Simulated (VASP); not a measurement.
Here is a VASP 6.6.1 calculation.

File POSCAR:

```
Se
1.0
    5.5031702260      0.0000000000      0.0000000000
    0.0000000000      5.5031702260      0.0000000000
    0.0000000000      0.0000000000      5.5031702260
Se
8
Direct
    0.0000000000      0.0000000000      1.0000000000
    0.5000000000      0.5000000000      0.5000000000
    0.2500000000      0.0000000000      0.5000000000
    0.7500000000      1.0000000000      0.5000000000
    0.5000000000      0.2500000000      1.0000000000
    0.5000000000      0.7500000000      1.0000000000
    0.0000000000      0.5000000000      0.2500000000
    0.0000000000      0.5000000000      0.7500000000
```

File INCAR.step1:

```
SYSTEM = Se
ALGO = Normal
EDIFF = 1E-4
ENCUT = 520
GGA = PE
ISMEAR = -1
LASPH = .True.
LCHARG = .False.
LREAL = .False.
LWAVE = .True.
NBANDS = 34
NELM = 60
PREC = Accurate
SIGMA = 0.1
```

File INCAR.step2:

```
SYSTEM = Se
ALGO = Normal
EDIFF = 1E-6
ENCUT = 520
ISIF = 2
ISMEAR = -1
ISTART = 1
LASPH = .True.
LCHARG = .False.
LMIXTAU = .True.
LREAL = .False.
LWAVE = .False.
METAGGA = R2SCAN
NBANDS = 34
NELM = 60
PREC = Accurate
SIGMA = 0.1
```

KPOINTS

```
k-points
0
Gamma
  6 6 6
  0 0 0
```

Potentials or basis: VASP PAW PBE potentials, release 64 (Se).

Command:

```bash
$ cat potpaw_PBE.64/Se/POTCAR > POTCAR
$ cp INCAR.step1 INCAR
$ mpirun -np 1 vasp_std > vasp.out
$ cp INCAR.step2 INCAR
$ mpirun -np 1 vasp_std > vasp.out
```

(1) Predict the pressure.

(2) What does it give for the band gap on the k mesh?

Answers

(1) -0.1 GPa.

(2) zero (bands 24 and 25 overlap by 1.44 eV).

Caveat: the PAW data sets were made with another functional, which shifts forces and pressure a little.
